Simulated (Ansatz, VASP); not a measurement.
La3Tl in VASP and in Ansatz

```
CELL_PARAMETERS angstrom
5.09351 0.00000 0.00000
0.00000 5.09351 0.00000
0.00000 0.00000 5.09351
ATOMIC_POSITIONS crystal
La 0.00000 0.50000 0.50000
La 0.50000 0.00000 0.50000
La 0.50000 0.50000 0.00000
Tl 0.00000 0.00000 0.00000
```

Change from the starting cell: volume scaled by 1.02, crystal datasets.

Alike in both runs: task electric field gradients; functional LDA; k mesh 8 × 8 × 8; occupations fermi-dirac, width 0.08 eV; no spin polarisation.

|  | VASP | Ansatz |
| --- | --- | --- |
| version | VASP 6.6.1 | Ansatz 0.2.0 |
| potentials or method | VASP PAW LDA potentials, release 64 (La, Tl_d), cutoff 520 eV | all-electron PAW with datasets made for the crystal, scalar-relativistic |

Ansatz gave:

* pressure (GPa): -4.2
* size of Vzz on the site where it differs most (V/Å²): 113.4

Q: Which values does VASP return?

A: Pressure (GPa): -4.3; size of Vzz on the site where it differs most (V/Å²): 120.8.

LDA's correlation is that of Perdew and Zunger in VASP and of Perdew and Wang (1992) in Ansatz. Ansatz ran all-electron here, and VASP with PAW potentials.

Spin-orbit coupling is off throughout.
